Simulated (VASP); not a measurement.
K, 1 atom in the cell. Symmetry: Fm-3m, No. 225, cubic system. The conventional cell has a = 6.741 Å, b = 6.741 Å, c = 6.741 Å, α = 90.00°, β = 90.00°, γ = 90.00°. This isn't the form of K at room conditions, which is bcc.

```yaml
Program: VASP 6.6.1
Task: single point
Functional: r2SCAN
Potentials_or_basis: VASP PAW PBE potentials, release 64 (K_sv)
Cutoff: 520 eV
k_mesh: 9 × 9 × 9
Occupations: fermi-dirac, width 0.1 eV
Spin: no spin polarisation
Dipole_correction: no
Further_INCAR_settings: ALGO = Normal; EDIFF = 1e-06; NBANDS = 10
```

Potentials or basis: VASP PAW PBE potentials, release 64 (K_sv).

Run with:

```sh
$ cat potpaw_PBE.64/K_sv/POTCAR > POTCAR
$ cp INCAR.step1 INCAR
$ mpirun -np 1 vasp_std > vasp.out
$ cp INCAR.step2 INCAR
$ mpirun -np 1 vasp_std > vasp.out
```

Hardware: 1 thread of AMD EPYC 7R43 64-Core Processor (Zen 3), on a shared host.

**Question.** Estimate the wall time of this run.

**Answer.** Run time: 96 s on 1 thread of AMD EPYC 7R43 64-Core Processor (Zen 3), with other jobs on the host, peak memory 0.18 GiB. Counts: k points 35.
